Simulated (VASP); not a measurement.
# HfSiO4: single point with PBE

The system is HfSiO4.

```
Hf Si O
1.0
     3.30985    0.00000    0.00000
     0.00000    3.30985    0.00000
     0.00000    0.00000    5.74003
Hf Si O
1 1 4
Direct
  0.50000 0.50000 0.50000
  0.00000 0.00000 0.00000
  0.00000 0.00000 0.71859
  0.00000 0.00000 0.28141
  0.50000 0.00000 0.00000
  0.00000 0.50000 0.00000
```

The cell was generated, and may not be a known phase.

| Item | Value |
| --- | --- |
| Program | VASP 6.6.1 |
| Task | single point |
| Functional | PBE |
| Potentials or basis | VASP PAW PBE potentials, release 64 (Hf_pv, Si, O) |
| Cutoff | 520 eV |
| k mesh | 6 × 6 × 4 |
| Occupations | gaussian, width 0.1 eV |
| Spin | no spin polarisation |
| Dipole correction | no |
| Further INCAR settings | ALGO = Normal; EDIFF = 1e-06; NBANDS = 28 |

```yaml
Pressure: 10.0 GPa
Largest_force: 8.726 eV/Å
Band_gap_on_the_k_mesh: zero (bands 19 and 20 overlap by 1.73 eV)
```

Forces in eV/Å, atoms in the order of the input:
```
Hf   0.000  0.000  0.000
Si   0.000  0.000  0.000
O    0.000  0.000 -8.726
O    0.000  0.000  8.726
O    0.000  0.000  0.000
O    0.000  0.000  0.000
```

Stress tensor (GPa, compression positive):
```
-2.27  0.00  0.00
 0.00 -2.27  0.00
 0.00  0.00 34.66
```

Levels at points of the mesh, in eV from the Fermi level:
| k point | band 16 | band 17 | band 18 | band 19 | band 20 | band 21 | band 22 | band 23 |
| --- | --- | --- | --- | --- | --- | --- | --- | --- |
| (0.00, 0.00, 0.00) | -1.76 | -1.55 | -1.46 | -0.74 | -0.74 | 0.56 | 1.03 | 2.91 |
| (0.50, 0.00, 0.00) | -2.61 | -2.50 | -1.98 | -0.37 | 0.30 | 1.82 | 2.00 | 2.32 |
| (0.50, 0.50, 0.00) | -3.06 | -0.76 | -0.76 | 0.94 | 1.68 | 2.74 | 2.83 | 2.83 |
| (0.00, 0.00, 0.50) | -2.56 | -2.15 | -0.78 | -0.78 | -0.75 | 0.87 | 2.58 | 2.91 |
| (0.50, 0.00, 0.50) | -2.22 | -2.02 | -1.99 | -1.85 | 0.83 | 1.18 | 2.13 | 2.30 |
| (0.50, 0.50, 0.50) | -2.62 | -0.72 | -0.72 | 0.95 | 0.95 | 2.52 | 2.77 | 2.77 |

It took 30 s on 1 thread of AMD EPYC 9R45 96-Core Processor (Zen 5), with other jobs on the host, peak memory 0.18 GiB.

Caveat: the stress differs along the axes, from -2 to 35 GPa; spin-orbit coupling is left out, which moves the levels of the heavy elements; forces of over 1 eV/Å act on the atoms, so gaps and moduli don't describe the material at rest.
